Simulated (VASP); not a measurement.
Set up this calculation in VASP 6.6.1, as the native input.

```yaml
Task: relaxation of cell and atoms
Functional: PBE
Potentials_or_basis: VASP PAW PBE potentials, release 64 (Si, W_sv, C)
Cutoff: 600 eV
k_mesh: 6 × 6 × 14
Occupations: gaussian, width 0.1 eV
Spin: no spin polarisation
Dipole_correction: no
Further_INCAR_settings: ALGO = Normal; EDIFF = 1e-06; IBRION = 2; EDIFFG = -0.01; NSW = 100; ISIF = 3
```

The structure of Si3WC2 lies in POSCAR:

```
Si3WC2
1.0
    6.2440222384      0.0000000000      0.0000000000
   -3.1220111192      5.4074818802      0.0000000000
    0.0000000000      0.0000000000      2.5362375215
Si W C
3 1 2
Direct
    0.5000000000      0.0000000000      0.0000000000
    0.0000000000      0.5000000000      0.0000000000
    0.5000000000      0.5000000000      0.0000000000
    0.0000000000      0.0000000000      0.0000000000
    0.3333333333      0.6666666667      0.0000000000
    0.6666666667      0.3333333333      0.0000000000
```

The cell was generated, and may not be a known phase.

These files were run (other wordings do the same):

INCAR

```
PREC = Accurate ; ENCUT = 600
EDIFF = 1E-6 ; ISMEAR = 0
SIGMA = 0.1 ; LREAL = False
LASPH = True ; NELM = 100
ALGO = Normal ; ISIF = 3
LWAVE = False ; LCHARG = False
GGA = PE ; IBRION = 2
NSW = 100 ; EDIFFG = -0.01
```

KPOINTS

```
Automatic mesh
0
Gamma
  6 6 14
```

Potentials or basis: VASP PAW PBE potentials, release 64 (Si, W_sv, C).

Launch:

```console
$ cat potpaw_PBE.64/Si/POTCAR potpaw_PBE.64/W_sv/POTCAR potpaw_PBE.64/C/POTCAR > POTCAR
$ mpirun -np 1 vasp_std > vasp.out
```

Results of the run:

```
Relaxed volume                        : 14.19 Å³/atom
Relaxed cell                          : a = 6.300 Å, b = 6.300 Å, c = 2.477 Å, α = 90.00°, β = 90.00°, γ = 120.00°
Space group after relaxing (to 0.1 Å) : P6/mmm (No. 191)
Energy gained by relaxing             : 10.1 meV/atom
Ionic steps                           : 5
Pressure after relaxing               : 0.0 GPa
Band gap on the k mesh                : zero (bands 17 and 18 overlap by 2.01 eV)
```

Caveat: spin-orbit coupling is left out, which moves the levels of the heavy elements.

It took 6.9 min on 1 thread of Intel(R) Xeon(R) Platinum 8259CL CPU @ 2.50GHz (Skylake/Cascade Lake), with other jobs on the host, peak memory 0.32 GiB.
